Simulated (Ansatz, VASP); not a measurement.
## Two plane-wave programs on Zn

The input INCAR:

```
PREC = Accurate
ENCUT = 520
EDIFF = 1E-6
ISMEAR = -1
SIGMA = 0.1
LREAL = F
LASPH = T
NELM = 80
ALGO = Normal
ISIF = 2
LWAVE = F
LCHARG = F
GGA = PS
NBANDS = 19
```

KPOINTS

```
Automatic mesh
0
Gamma
  11 11 11
```

File POSCAR:

```
Zn
1.0
    0.0000000000      2.8265797820      2.8265797820
    2.8265797820      0.0000000000      2.8265797820
    2.8265797820      2.8265797820      0.0000000000
Zn
2
Direct
    0.1250000000      0.1250000000      0.1250000000
    0.8750000000      0.8750000000      0.8750000000
```

Input for Ansatz:

```yaml
crystal:
  lattice:
    - [0.0, 2.826579782, 2.826579782]
    - [2.826579782, 0.0, 2.826579782]
    - [2.826579782, 2.826579782, 0.0]
  atoms:
    - { symbol: Zn, position: [0.125, 0.125, 0.125] }
    - { symbol: Zn, position: [0.875, 0.875, 0.875] }
hamiltonian:
  xc: pbesol
  pseudopotentials:
    kind: paw
    azcp:
      Zn: "pseudopotentials/Zn.paw.azcp"
basis:
  ecutwfc: 420
  fft_grid_basis: typed
kpoints:
  mp_grid: { grid: [11, 11, 11], shift: [0, 0, 0] }
magnetization:
  spin_polarized: false
scf:
  occupations: { method: fermi_dirac, width: 0.1 }
  lower_state_search: "off"
output:
  stress: true
  write_density: true
  write_potential: true
  elf: true
  volumetric_format: npy
```

Alike in both runs: task single point; functional PBEsol; k mesh 11 × 11 × 11; occupations fermi-dirac, width 0.1 eV; no spin polarisation.

|  | VASP | Ansatz |
| --- | --- | --- |
| version | VASP 6.6.1 | Ansatz 0.2.0 |
| potentials or method | VASP PAW PBE potentials, release 64 (Zn), cutoff 520 eV | plane waves (420 eV) with PAW, scalar-relativistic |
| valence electrons in the cell | 24 | 24 |

Ansatz gave:

* pressure (GPa): 0.0

Q: Estimate VASP's values.

A: Pressure (GPa): 0.3.

VASP's potentials were made for PBE, not for PBEsol, and Ansatz warns of the same on its side. The functional is the same, so the differences come from potentials, cutoffs and numerics.
